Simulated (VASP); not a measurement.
# TiC (I4mm) in VASP: single point with r2SCAN

Aim: the single point of TiC with r2SCAN.

Program: VASP 6.6.1. These are calculated values, not measurements. Logs are shortened: lines on timing, memory, paths and dates and some standing lists are left out, and cuts for length are marked.

### Step 1. The cell of the first run

It takes space group I4mm (No. 107, tetragonal). The conventional cell has a = 3.060 Å, b = 3.060 Å, c = 4.328 Å, α = 90.00°, β = 90.00°, γ = 90.00°. Ti (site symmetry 4mm) has 6 C at 1.98 to 2.35 Å within 2.6 Å. C (site symmetry 4mm) has 6 Ti at 1.98 to 2.35 Å within 2.6 Å.

### Step 2. Single point, r2SCAN

The input, POSCAR:

```
TiC
1.0
    0.0000000000      2.1640000000      2.1640000000
    2.1640000000      0.0000000000      2.1640000000
    2.1640000000      2.1640000000      0.0000000000
Ti C
1 1
Direct
   -0.0433225508     -0.0433225508      0.0433225508
    0.5000000000      0.5000000000      0.5000000000
```

The input, INCAR.step1:

```
PREC = Accurate ; ENCUT = 520
ISMEAR = 0 ; SIGMA = 0.15
LREAL = False ; LASPH = True
NELM = 100 ; NBANDS = 15
GGA = PE ; ALGO = Normal
EDIFF = 1E-4 ; LWAVE = True
LCHARG = False
```

The input, INCAR.step2:

```
PREC = Accurate ; ENCUT = 520
EDIFF = 1E-6 ; ISMEAR = 0
SIGMA = 0.15 ; LREAL = False
LASPH = True ; NELM = 100
ALGO = Normal ; ISIF = 2
LWAVE = False ; LCHARG = False
METAGGA = R2SCAN ; LMIXTAU = True
NBANDS = 15 ; ISTART = 1
```

The input, KPOINTS:

```
Automatic mesh
0
Gamma
  18 18 18
```

Potentials or basis: VASP PAW PBE potentials, release 64 (Ti_sv, C).

The run is started by

```
cat potpaw_PBE.64/Ti_sv/POTCAR potpaw_PBE.64/C/POTCAR > POTCAR
cp INCAR.step1 INCAR
mpirun -np 1 vasp_std > vasp.out
cp INCAR.step2 INCAR
mpirun -np 1 vasp_std > vasp.out
```

OUTCAR:

```text
PREC = Accurate
   ENCUT = 520
   EDIFF = 1E-6
   ISMEAR = 0
   LREAL = False
   LASPH = True
   NELM = 100
   ISIF = 2
   METAGGA = R2SCAN
   ISTART = 1

 ion  position               nearest neighbor table
   1  0.957  0.957  0.043-   2 1.98   2 2.17   2 2.17   2 2.17   2 2.17   2 2.35
   2  0.500  0.500  0.500-   1 1.98   1 2.17   1 2.17   1 2.17   1 2.17   1 2.35

  LATTYP: Found a face centered cubic cell.
 ALAT       =     4.3280000000

  Lattice vectors:

 A1 = (   0.0000000000,   2.1640000000,   2.1640000000)
 A2 = (   2.1640000000,   0.0000000000,   2.1640000000)
 A3 = (   2.1640000000,   2.1640000000,   0.0000000000)

Analysis of symmetry for initial positions (statically):
=====================================================================
 Subroutine PRICEL returns:
 Original cell was already a primitive cell.

 Routine SETGRP: Setting up the symmetry group for a
 face centered cubic supercell.

 Subroutine GETGRP returns: Found  8 space group operations
 (whereof  8 operations were pure point group operations)
 out of a pool of 48 trial point group operations.

The static configuration has the point symmetry C_4v.

Analysis of symmetry for dynamics (positions and initial velocities):
=====================================================================
 Subroutine PRICEL returns:
 Original cell was already a primitive cell.

 Routine SETGRP: Setting up the symmetry group for a
 face centered cubic supercell.

 Subroutine GETGRP returns: Found  8 space group operations
 (whereof  8 operations were pure point group operations)
 out of a pool of 48 trial point group operations.

The dynamic configuration has the point symmetry C_4v.

 Subroutine INISYM returns: Found  8 space group operations
 (whereof  8 operations are pure point group operations),
 and found     1 'primitive' translations

----------------------------------------------------------------------------------------

                                     Primitive cell

  volume of cell :      20.2676

  direct lattice vectors                    reciprocal lattice vectors
     0.000000000  2.164000000  2.164000000    -0.231053604  0.231053604  0.231053604
     2.164000000  0.000000000  2.164000000     0.231053604 -0.231053604  0.231053604
     2.164000000  2.164000000  0.000000000     0.231053604  0.231053604 -0.231053604

  length of vectors
     3.060358149  3.060358149  3.060358149     0.400196582  0.400196582  0.400196582

  position of ions in fractional coordinates (direct lattice)
     0.956677449  0.956677449  0.043322551
     0.500000000  0.500000000  0.500000000

  ion indices of the primitive-cell ions
   primitive index   ion index
                 1           1
                 2           2

----------------------------------------------------------------------------------------

 KPOINTS: Automatic mesh

Automatic generation of k-mesh.
 Grid dimensions read from file:
 generate k-points for:   18   18   18

 Generating k-lattice:

  Cartesian coordinates                     Fractional coordinates (reciprocal lattice)
    -0.012836311  0.012836311  0.012836311     0.055555556  0.000000000  0.000000000
     0.012836311 -0.012836311  0.012836311     0.000000000  0.055555556  0.000000000
     0.012836311  0.012836311 -0.012836311     0.000000000  0.000000000  0.055555556

  Length of vectors
     0.022233143  0.022233143  0.022233143

  Shift w.r.t. Gamma in fractional coordinates (k-lattice)
     0.000000000  0.000000000  0.000000000

 Subroutine IBZKPT returns following result:
 ===========================================

 Found    480 irreducible k-points:

 Following reciprocal coordinates:
            Coordinates               Weight
  0.000000  0.000000  0.000000      1.000000
  0.055556  0.000000  0.000000      8.000000
  0.111111  0.000000  0.000000      8.000000
  0.166667  0.000000  0.000000      8.000000
  0.222222  0.000000  0.000000      8.000000
  0.277778  0.000000  0.000000      8.000000
[... 16 lines left out ...]
  0.388889  0.055556  0.000000      8.000000
  0.000000  0.388889  0.055556     16.000000
 [... further k-points ...]
   k-points           NKPTS =    480   k-points in BZ     NKDIM =    480   number of bands    NBANDS=     15
   number of dos      NEDOS =    301   number of ions     NIONS =      2
   total plane-waves  NPLWV =  13824
   dimension x,y,z NGX =    24 NGY =   24 NGZ =   24
   dimension x,y,z NGXF=    48 NGYF=   48 NGZF=   48
   ions per type =               1   1
   NGX,Y,Z   is equivalent  to a cutoff of  13.04, 13.04, 13.04 a.u.
   NGXF,Y,Z  is equivalent  to a cutoff of  26.07, 26.07, 26.07 a.u.
 SYSTEM =  unknown system
   PREC   = accura    normal or accurate (medium, high low for compatibility)
   ISTART =      1    job   : 0-new  1-cont  2-samecut
   ICHARG =      0    charge: 1-file 2-atom 10-const
   ISPIN  =      1    spin polarized calculation?
   LNONCOLLINEAR =      F non collinear calculations
   LSORBIT =      F    spin-orbit coupling
   LASPH  =      T    aspherical Exc in radial PAW
   ENCUT  =  520.0 eV  38.22 Ry    6.18 a.u.   5.69  5.69  5.69*2*pi/ulx,y,z
   NELM   =    100;   NELMIN=  2; NELMDL=  0     # of ELM steps
   EDIFF  = 0.1E-05   stopping-criterion for ELM
   LREAL  =      F    real-space projection
   EDIFFG = 0.1E-04   stopping-criterion for IOM
   NSW    =      0    number of steps for IOM
   IBRION =     -1    ionic relax: 0-MD 1-quasi-New 2-CG
   NFREE  =      0    steps in history (QN), initial steepest desc. (CG)
   ISIF   =      2    stress and relaxation
   ISYM   =      2    0-nonsym 1-usesym 2-fastsym
   POTIM  = 0.5000    time-step for ionic-motion
   TEBEG  =    0.0;   TEEND  =   0.0 temperature during run
   PSTRESS=    0.0 pullay stress
   NELECT =      16.0000    total number of electrons
   NUPDOWN=      -1.0000    fix difference up-down
   EMIN   =  10.00;   EMAX   =-10.00  energy-range for DOS
   EFERMI =   0.00;   METHOD = LEGACY
   ISMEAR =     0;   SIGMA  =   0.15  broadening in eV -4-tet -1-fermi 0-gaus
   EFERMI_NEDOS =   21; number of points for ismear=-14 and -15
   IALGO  =     38    algorithm
   IMIX   =      4    mixing-type and parameters
     AMIX     =   0.40;   BMIX     =  1.00
     AMIX_MAG =   1.60;   BMIX_MAG =  1.00
  volume/ion in A,a.u.               =      10.13        68.39
  Fermi-wavevector in a.u.,A,eV,Ry     =   1.513030  2.859212 31.147275  2.289260
  Thomas-Fermi vector in A             =   2.622876
   LORBIT       =      0    0 simple, 1 ext, 2 COOP (PROOUT), +10 PAW based schemes
   METAGGA = R2SCAN    functional components
   LHFCALC =     F    Hartree Fock is set to
   AEXX    =    0.0000 exact exchange contribution
   IVDW    =     0    specifies the selected vdW correction
   LEPSILON=     F    determine dielectric tensor
   LRPA    =     F    only Hartree local field effects (RPA)
 non-spin polarized calculation
 Gauss-broadening in eV      SIGMA  =   0.15
  energy-cutoff  :      520.00
  volume of cell :       20.27
 maximum number of plane-waves:       568
   NGX = 11   NGY = 11   NGZ = 11

 number of electron      16.0000000 magnetization

 Free energy of the ion-electron system (eV)
  ---------------------------------------------------
  ext. energy  EPLUGINS =         0.00000000
  ---------------------------------------------------
  free energy    TOTEN  =       -24.70871661 eV

  energy without entropy =      -24.70748416  energy(sigma->0) =      -24.70810038

 E-fermi :   9.5810     XC(G=0): -13.5771

 val. band max:        9.5202781391   @ k =   0.5000   0.4444   0.0000
 cond. band min:       9.6149889126   @ k =   0.3889   0.3333   0.0556
 fundamental gap:      0.0947107734
 Fermi energy:         9.5810342336

 k-point     1 :       0.0000    0.0000    0.0000
  band No.  band energies     occupation
      1     -49.4402      2.00000
      2     -24.4243      2.00000
      3     -24.4243      2.00000
      4     -24.4234      2.00000
      5      -3.6626      2.00000
      6       9.5169      1.45487
      7       9.5169      1.45481
      8       9.6258      0.67311
      9      10.3970      0.00000
     10      11.2543      0.00000
     11      12.1565      0.00000
     12      12.1565      0.00000
     13      13.0957      0.00000
     14      20.5875      0.00000
     15      24.1785      0.00000

 k-point     2 :       0.0556    0.0000    0.0000
  band No.  band energies     occupation
      1     -49.4378      2.00000
      2     -24.4408      2.00000
      3     -24.4258      2.00000
      4     -24.4247      2.00000
      5      -3.5908      2.00000
      6       9.0337      2.00000
      7       9.3880      1.93130
      8       9.7973      0.04142
      9      10.4175      0.00000
     10      10.9987      0.00000
     11      12.0135      0.00000
     12      12.6449      0.00000
     13      13.4580      0.00000
     14      20.7263      0.00000
     15      24.2075      0.00000

 k-point     3 :       0.1111    0.0000    0.0000
  band No.  band energies     occupation
      1     -49.4312      2.00000
      2     -24.4878      2.00000
      3     -24.4302      2.00000
      4     -24.4290      2.00000
      5      -3.3792      2.00000
      6       8.3542      2.00000
      7       8.9859      2.00000
      8       9.4888      1.61528
      9      10.5633      0.00000
     10      10.8554      0.00000
     11      11.9846      0.00000
     12      13.4935      0.00000
     13      14.1516      0.00000
     14      21.0782      0.00000
     15      24.2392      0.00000
[... 343 lines left out ...]
 k-point    23 :       0.3889    0.0556    0.0000
  band No.  band energies     occupation
      1     -49.3744      2.00000
      2     -24.8650      2.00000
      3     -24.4763      2.00000
      4     -24.4683      2.00000
      5      -1.0528      2.00000
      6       4.5596      2.00000
      7       6.7037      2.00000
      8       6.8613      2.00000
      9      11.9694      0.00000
     10      12.4102      0.00000
     11      13.3915      0.00000
     12      16.7745      0.00000
     13      17.2645      0.00000
     14      20.1388      0.00000
     15      25.6620      0.00000

 k-point    24 :       0.0000    0.3889    0.0556
  band No.  band energies     occupation
      1     -49.3744      2.00000
      2     -24.8641      2.00000
      3     -24.4751      2.00000
      4     -24.4694      2.00000
      5      -1.0578      2.00000
      6       4.5456      2.00000
      7       6.6458      2.00000
      8       6.9640      2.00000
      9      11.9630      0.00000
     10      12.3585      0.00000
     11      13.3255      0.00000
     12      16.8948      0.00000
     13      17.3328      0.00000
     14      20.0189      0.00000
     15      25.8236      0.00000

 [... further k-points ...]

------------------------ aborting loop because EDIFF is reached ----------------------------------------

  FORCE on cell =-STRESS in cart. coord.  units (eV):
  Direction    XX          YY          ZZ          XY          YZ          ZX
  --------------------------------------------------------------------------------------
  -------------------------------------------------------------------------------------
  Total        0.1807164      0.1807164      1.6216789      0.0000000     -0.0000000     -0.0000000
  in kB       14.2858629     14.2858629    128.1957666      0.0000000     -0.0000000     -0.0000000
  external PRESSURE =      52.2558308 kB  Pullay stress =       0.0000000 kB

 VOLUME and BASIS-vectors are now :
 -----------------------------------------------------------------------------
  energy-cutoff  :      520.00
  volume of cell :       20.27
      direct lattice vectors                 reciprocal lattice vectors
     0.000000000  2.164000000  2.164000000    -0.231053604  0.231053604  0.231053604
     2.164000000  0.000000000  2.164000000     0.231053604 -0.231053604  0.231053604
     2.164000000  2.164000000  0.000000000     0.231053604  0.231053604 -0.231053604

 POSITION                                       TOTAL-FORCE (eV/Angst)
 -----------------------------------------------------------------------------------
      2.16400      2.16400      4.14050         0.000000      0.000000      1.811074
      2.16400      2.16400      2.16400         0.000000      0.000000     -1.811074
 -----------------------------------------------------------------------------------
    total drift:                                0.000000      0.000000      0.000629

  FREE ENERGIE OF THE ION-ELECTRON SYSTEM (eV)
  ---------------------------------------------------
  free  energy   TOTEN  =       -24.7087166088 eV

  energy  without entropy=      -24.7074841607  energy(sigma->0) =      -24.70810038
```

It took 6.1 min on 1 thread of Intel Xeon Platinum 8259CL at 2.50GHz (Skylake/Cascade Lake), shared host; peak memory 0.27 GiB.

Results:

```yaml
Free_energy: -24.7087 eV
Pressure: 5.2 GPa
Largest_force: 1.811 eV/Å
Band_gap_on_the_k_mesh: zero (bands 8 and 9 overlap by 1.17 eV)
```

Forces on the atoms (eV/Å):
```
Ti   0.000  0.000  1.811
C    0.000  0.000 -1.811
```

Caveat: the cell differs from its parent crystal (all Ti atoms moved +0.188 Å, as atom 1 towards its neighbour atom 2 (C) at 2.164 Å); the stress differs along the axes, from 1 to 13 GPa; the PAW data sets were made with another functional, which shifts forces and pressure a little.

The gap in the log of VASP goes by the Fermi energy; the results here count the filled bands.